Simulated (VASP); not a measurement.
# CuBr2N2 (C2/m) in VASP: single point with PBE

Aim: the single point of CuBr2N2 with PBE.

Everything below comes from runs of VASP 6.6.1. Logs are shortened: lines on timing, memory, paths and dates and some standing lists are left out, and cuts for length are marked.

**1. The cell of the first run**

It takes space group C2/m (No. 12, monoclinic). Conventional cell: a = 7.674 Å, b = 7.775 Å, c = 4.031 Å, α = 90.00°, β = 100.55°, γ = 90.00°. Cu (site symmetry 2/m) has 2 N at 1.87 Å and 2 Br at 2.31 Å within 2.5 Å. Within 3.0 Å of Br (site symmetry m) lie 1 Cu at 2.31 Å and 2 N at 2.97 Å. Within 2.5 Å of N (site symmetry 2) lie 1 Cu at 1.87 Å.

**2. Single point, PBE, collinear spin, ferromagnetic start**

File INCAR:

```
PREC     = Accurate       # precision mode
ENCUT    = 820            # plane-wave cutoff, eV
EDIFF    = 1E-6           # SCF threshold, eV
ISMEAR   = 0              # smearing method
SIGMA    = 0.1            # smearing width, eV
LREAL    = False          # projectors in reciprocal space
LASPH    = True           # aspherical terms in the spheres
NELM     = 200            # most SCF steps
ALGO     = Normal         # electronic algorithm
ISIF     = 2              # what is computed and relaxed
LWAVE    = False          # write WAVECAR
LCHARG   = False          # write CHGCAR
ISPIN    = 2              # spin polarisation
MAGMOM   = 0 0.19 0.19 1.73 1.73 # initial moments
LORBIT   = 11             # projections on sites
LMAXMIX  = 4              # l up to which the mixer works
GGA      = PE             # functional
NBANDS   = 34             # bands
GGA_COMPAT= False
```

File KPOINTS:

```
regular mesh
0
Gamma
  3 3 3
```

File POSCAR:

```
CuBr2N2
1.0
    3.8371950000     -3.8872890000      0.0000000000
    3.8371950000      3.8872890000      0.0000000000
   -0.7380830000      0.0000000000      3.9625100000
Cu Br N
1 2 2
Direct
    0.0000000000      0.0000000000      0.0000000000
    0.7527280000      0.7527280000      0.5777260000
    0.2472720000      0.2472720000      0.4222740000
    0.2410870000      0.7589130000      0.0000000000
    0.7589130000      0.2410870000      0.0000000000
```

Potentials or basis: VASP PAW PBE potentials, release 64 (Cu_sv_GW, Br, N).

Started as:

```
$ cat potpaw_PBE.64/Cu_sv_GW/POTCAR potpaw_PBE.64/Br/POTCAR potpaw_PBE.64/N/POTCAR > POTCAR
$ mpirun -np 1 vasp_std > vasp.out
```

OUTCAR:

```text
PREC = Accurate
   ENCUT = 820
   EDIFF = 1E-6
   ISMEAR = 0
   LREAL = False
   LASPH = True
   NELM = 200
   ISIF = 2
   ISPIN = 2
   LORBIT = 11
   GGA = PE

 ion  position               nearest neighbor table
   1  0.000  0.000  0.000-   4 1.87   5 1.87   2 2.31   3 2.31
   2  0.753  0.753  0.578-   1 2.31
   3  0.247  0.247  0.422-   1 2.31
   4  0.241  0.759  0.000-   1 1.87
   5  0.759  0.241  0.000-   1 1.87

  LATTYP: Found a base centered monoclinic cell.
 ALAT       =     7.6743900000
 B/A-ratio  =     1.0130548487
 C/A-ratio  =     0.5252096866
 COS(beta)  =    -0.1831169768

  Lattice vectors:

 A1 = (   3.8371950000,  -3.8872890000,   0.0000000000)
 A2 = (   3.8371950000,   3.8872890000,   0.0000000000)
 A3 = (  -0.7380830000,   0.0000000000,   3.9625100000)

Analysis of symmetry for initial positions (statically):
=====================================================================
 Subroutine PRICEL returns:
 Original cell was already a primitive cell.

 Routine SETGRP: Setting up the symmetry group for a
 base centered monoclinic supercell.

 Subroutine GETGRP returns: Found  4 space group operations
 (whereof  4 operations were pure point group operations)
 out of a pool of  4 trial point group operations.

The static configuration has the point symmetry C_2h.

Analysis of symmetry for dynamics (positions and initial velocities):
=====================================================================
 Subroutine PRICEL returns:
 Original cell was already a primitive cell.

 Routine SETGRP: Setting up the symmetry group for a
 base centered monoclinic supercell.

 Subroutine GETGRP returns: Found  4 space group operations
 (whereof  4 operations were pure point group operations)
 out of a pool of  4 trial point group operations.

The dynamic configuration has the point symmetry C_2h.

Analysis of structural, dynamic, and magnetic symmetry:
=====================================================================
 Subroutine PRICEL returns:
 Original cell was already a primitive cell.

 Routine SETGRP: Setting up the symmetry group for a
 base centered monoclinic supercell.

 Subroutine GETGRP returns: Found  4 space group operations
 (whereof  4 operations were pure point group operations)
 out of a pool of  4 trial point group operations.

The overall configuration has the point symmetry C_2h.

 Subroutine INISYM returns: Found  4 space group operations
 (whereof  4 operations are pure point group operations),
 and found     1 'primitive' translations

----------------------------------------------------------------------------------------

                                     Primitive cell

  volume of cell :     118.2119

  direct lattice vectors                    reciprocal lattice vectors
     3.837195000 -3.887289000  0.000000000     0.130303516 -0.128624345  0.024271184
     3.837195000  3.887289000  0.000000000     0.130303516  0.128624345  0.024271184
    -0.738083000  0.000000000  3.962510000     0.000000000  0.000000000  0.252365294

  length of vectors
     5.462149873  5.462149873  4.030663967     0.184695205  0.184695205  0.252365294

  position of ions in fractional coordinates (direct lattice)
     0.000000000  0.000000000  0.000000000
     0.752728000  0.752728000  0.577726000
     0.247272000  0.247272000  0.422274000
     0.241087000  0.758913000  0.000000000
     0.758913000  0.241087000  0.000000000

  ion indices of the primitive-cell ions
   primitive index   ion index
                 1           1
                 2           2
                 3           3
                 4           4
                 5           5

----------------------------------------------------------------------------------------

 KPOINTS: regular mesh

Automatic generation of k-mesh.
 Grid dimensions read from file:
 generate k-points for:    3    3    3

 Generating k-lattice:

  Cartesian coordinates                     Fractional coordinates (reciprocal lattice)
     0.043434505 -0.042874782  0.008090395     0.333333333 -0.000000000 -0.000000000
     0.043434505  0.042874782  0.008090395    -0.000000000  0.333333333 -0.000000000
     0.000000000  0.000000000  0.084121765     0.000000000  0.000000000  0.333333333

  Length of vectors
     0.061565068  0.061565068  0.084121765

  Shift w.r.t. Gamma in fractional coordinates (k-lattice)
     0.000000000  0.000000000  0.000000000

 Subroutine IBZKPT returns following result:
 ===========================================

 Found     10 irreducible k-points:

 Following reciprocal coordinates:
            Coordinates               Weight
  0.000000  0.000000  0.000000      1.000000
  0.333333 -0.000000  0.000000      4.000000
  0.333333  0.333333  0.000000      2.000000
 -0.333333  0.333333  0.000000      2.000000
  0.000000  0.000000  0.333333      2.000000
  0.333333 -0.000000  0.333333      4.000000
 -0.333333  0.000000  0.333333      4.000000
  0.333333  0.333333  0.333333      2.000000
 -0.333333  0.333333  0.333333      4.000000
 -0.333333 -0.333333  0.333333      2.000000
   k-points           NKPTS =     10   k-points in BZ     NKDIM =     10   number of bands    NBANDS=     34
   number of dos      NEDOS =    301   number of ions     NIONS =      5
   total plane-waves  NPLWV = 116640
   dimension x,y,z NGX =    54 NGY =   54 NGZ =   40
   dimension x,y,z NGXF=   108 NGYF=  108 NGZF=   80
   ions per type =               1   2   2
   NGX,Y,Z   is equivalent  to a cutoff of  16.44, 16.44, 16.50 a.u.
   NGXF,Y,Z  is equivalent  to a cutoff of  32.87, 32.87, 33.00 a.u.
 SYSTEM =  unknown system
   PREC   = accura    normal or accurate (medium, high low for compatibility)
   ISTART =      0    job   : 0-new  1-cont  2-samecut
   ICHARG =      2    charge: 1-file 2-atom 10-const
   ISPIN  =      2    spin polarized calculation?
   LNONCOLLINEAR =      F non collinear calculations
   LSORBIT =      F    spin-orbit coupling
   LASPH  =      T    aspherical Exc in radial PAW
   ENCUT  =  820.0 eV  60.27 Ry    7.76 a.u.  12.75 12.75  9.41*2*pi/ulx,y,z
   NELM   =    200;   NELMIN=  2; NELMDL= -5     # of ELM steps
   EDIFF  = 0.1E-05   stopping-criterion for ELM
   LREAL  =      F    real-space projection
   EDIFFG = 0.1E-04   stopping-criterion for IOM
   NSW    =      0    number of steps for IOM
   IBRION =     -1    ionic relax: 0-MD 1-quasi-New 2-CG
   NFREE  =      0    steps in history (QN), initial steepest desc. (CG)
   ISIF   =      2    stress and relaxation
   ISYM   =      2    0-nonsym 1-usesym 2-fastsym
   POTIM  = 0.5000    time-step for ionic-motion
   TEBEG  =    0.0;   TEEND  =   0.0 temperature during run
   PSTRESS=    0.0 pullay stress
   NELECT =      43.0000    total number of electrons
   NUPDOWN=      -1.0000    fix difference up-down
   EMIN   =  10.00;   EMAX   =-10.00  energy-range for DOS
   EFERMI =   0.00;   METHOD = LEGACY
   ISMEAR =     0;   SIGMA  =   0.10  broadening in eV -4-tet -1-fermi 0-gaus
   EFERMI_NEDOS =   21; number of points for ismear=-14 and -15
   IALGO  =     38    algorithm
   IMIX   =      4    mixing-type and parameters
     AMIX     =   0.40;   BMIX     =  1.00
     AMIX_MAG =   1.60;   BMIX_MAG =  1.00
  volume/ion in A,a.u.               =      23.64       159.55
  Fermi-wavevector in a.u.,A,eV,Ry     =   1.168631  2.208392 18.581446  1.365698
  Thomas-Fermi vector in A             =   2.305115
   LORBIT       =     11    0 simple, 1 ext, 2 COOP (PROOUT), +10 PAW based schemes
   GGA     = PE    functional components
   LHFCALC =     F    Hartree Fock is set to
   AEXX    =    0.0000 exact exchange contribution
   IVDW    =     0    specifies the selected vdW correction
   LEPSILON=     F    determine dielectric tensor
   LRPA    =     F    only Hartree local field effects (RPA)
 spin polarized calculation
 Gauss-broadening in eV      SIGMA  =   0.10
  energy-cutoff  :      820.00
  volume of cell :      118.21
 maximum number of plane-waves:      6343
 NGX is ok and might be reduce to    54
   NGX = 25   NGY = 25   NGZ = 19

 number of electron      42.9999992 magnetization       4.9893761

 Free energy of the ion-electron system (eV)
  ---------------------------------------------------
  ext. energy  EPLUGINS =         0.00000000
  ---------------------------------------------------
  free energy    TOTEN  =       -15.30122465 eV

  energy without entropy =      -15.29826469  energy(sigma->0) =      -15.29974467

 E-fermi :  -0.4421     XC(G=0):  -8.3264

 val. band max:       -0.5370972354   @ k =   0.0000   0.0000   0.0000
 cond. band min:      -0.3603161327   @ k =  -0.3333   0.3333   0.0000
 fundamental gap:      0.1767811027
 Fermi energy:        -0.4421097358

 spin component 1

 k-point     1 :       0.0000    0.0000    0.0000
  band No.  band energies     occupation
      1    -113.4654      1.00000
      2     -71.2682      1.00000
      3     -70.8382      1.00000
      4     -70.3375      1.00000
      5     -15.1517      1.00000
      6     -14.0528      1.00000
[... 25 lines left out ...]
     32      11.4203      0.00000
     33      12.1091      0.00000

 k-point     2 :       0.3333   -0.0000    0.0000
  band No.  band energies     occupation
      1    -113.4653      1.00000
      2     -71.2681      1.00000
      3     -70.8381      1.00000
      4     -70.3374      1.00000
      5     -14.9954      1.00000
      6     -14.2684      1.00000
[... 25 lines left out ...]
     32      11.3096      0.00000
     33      11.4005      0.00000
[... 250 lines left out ...]
     32      10.4716      0.00000
     33      11.0314      0.00000

 k-point    10 :      -0.3333   -0.3333    0.3333
  band No.  band energies     occupation
      1    -113.4653      1.00000
      2     -71.2681      1.00000
      3     -70.8381      1.00000
      4     -70.3374      1.00000
      5     -14.8209      1.00000
      6     -14.0897      1.00000
[... 25 lines left out ...]
     32      10.1838      0.00000
     33      11.1562      0.00000
 Fermi energy:        -0.4421097358

 spin component 2

 k-point     1 :       0.0000    0.0000    0.0000
  band No.  band energies     occupation
      1    -113.3832      1.00000
      2     -71.1495      1.00000
      3     -70.8758      1.00000
      4     -70.1824      1.00000
      5     -14.3912      1.00000
      6     -13.8255      1.00000
[... 25 lines left out ...]
     32      11.7917      0.00000
     33      12.4711      0.00000

 k-point     2 :       0.3333   -0.0000    0.0000
  band No.  band energies     occupation
      1    -113.3831      1.00000
      2     -71.1494      1.00000
      3     -70.8758      1.00000
      4     -70.1823      1.00000
      5     -14.2705      1.00000
      6     -13.9231      1.00000
[... 25 lines left out ...]
     32      11.6217      0.00000
     33      11.9263      0.00000
[... 250 lines left out ...]
     32      10.9595      0.00000
     33      11.3519      0.00000

 k-point    10 :      -0.3333   -0.3333    0.3333
  band No.  band energies     occupation
      1    -113.3831      1.00000
      2     -71.1494      1.00000
      3     -70.8758      1.00000
      4     -70.1823      1.00000
      5     -14.1036      1.00000
      6     -13.8618      1.00000
[... 25 lines left out ...]
     32      10.5457      0.00000
     33      11.5994      0.00000
 [bands above 33 left out]

------------------------ aborting loop because EDIFF is reached ----------------------------------------

  FORCE on cell =-STRESS in cart. coord.  units (eV):
  Direction    XX          YY          ZZ          XY          YZ          ZX
  --------------------------------------------------------------------------------------
  -------------------------------------------------------------------------------------
  Total       -0.2276907      0.1730401      0.0679358      0.0000000      0.0000000     -0.1961696
  in kB       -3.0859923      2.3452882      0.9207642      0.0000000      0.0000000     -2.6587729
  external PRESSURE =       0.0600200 kB  Pullay stress =       0.0000000 kB

 VOLUME and BASIS-vectors are now :
 -----------------------------------------------------------------------------
  energy-cutoff  :      820.00
  volume of cell :      118.21
      direct lattice vectors                 reciprocal lattice vectors
     3.837195000 -3.887289000  0.000000000     0.130303516 -0.128624345  0.024271184
     3.837195000  3.887289000  0.000000000     0.130303516  0.128624345  0.024271184
    -0.738083000  0.000000000  3.962510000     0.000000000  0.000000000  0.252365294

 POSITION                                       TOTAL-FORCE (eV/Angst)
 -----------------------------------------------------------------------------------
      0.00000      0.00000      0.00000        -0.000000      0.000000      0.000000
      5.35032      0.00000      2.28925        -0.026179      0.000000      0.078485
      1.58599      0.00000      1.67326         0.026179      0.000000     -0.078485
      3.83719      2.01294      0.00000        -0.000000     -0.066442      0.000000
      3.83719     -2.01294      0.00000        -0.000000      0.066442     -0.000000
 -----------------------------------------------------------------------------------
    total drift:                                0.000000     -0.000000     -0.000000

  FREE ENERGIE OF THE ION-ELECTRON SYSTEM (eV)
  ---------------------------------------------------
  free  energy   TOTEN  =       -15.3012246509 eV

  energy  without entropy=      -15.2982646867  energy(sigma->0) =      -15.29974467

 total charge

# of ion       s       p       d       f       tot
--------------------------------------------------
    1        2.303   6.460   8.791   0.012  17.566
    2        1.624   3.148   0.019   0.000   4.791
    3        1.624   3.148   0.019   0.000   4.791
    4        1.349   1.977   0.000   0.000   3.327
    5        1.349   1.977   0.000   0.000   3.327
--------------------------------------------------
tot          8.250  16.711   8.828   0.012  33.801

 magnetization (x)

# of ion       s       p       d       f       tot
--------------------------------------------------
    1       -0.002   0.057   0.051   0.005   0.111
    2        0.012   0.204   0.001   0.000   0.216
    3        0.012   0.204   0.001   0.000   0.216
    4        0.035   1.455   0.000   0.000   1.490
    5        0.035   1.455   0.000   0.000   1.490
--------------------------------------------------
tot          0.091   3.375   0.053   0.005   3.524
```

Wall time 6.2 min (1 thread of Intel Xeon Platinum 8259CL at 2.50GHz (Skylake/Cascade Lake), shared host); peak memory 0.5 GiB.

Results:

- Free energy: -15.3012 eV
- Pressure: 0.0 GPa
- Largest force: 0.083 eV/Å
- Band gap on the k mesh: 0.18 eV (least direct gap 0.27 eV)
- Net moment: 4.99 μB per cell
- Site moments: Cu +0.11; Br +0.22; N +1.49 μB
- Valence electrons inside the program's atomic spheres: Cu 17.57; Br 4.79; N 3.33

Forces in eV/Å, atoms in the order of the input:
```
Cu   0.000  0.000  0.000
Br  -0.026  0.000  0.078
Br   0.026  0.000 -0.078
N    0.000 -0.066  0.000
N    0.000  0.066  0.000
```

Caveat: the k points lie up to 0.53 Å⁻¹ apart; a cell with one magnetic atom can't hold antiferromagnetic order, which such compounds often take.
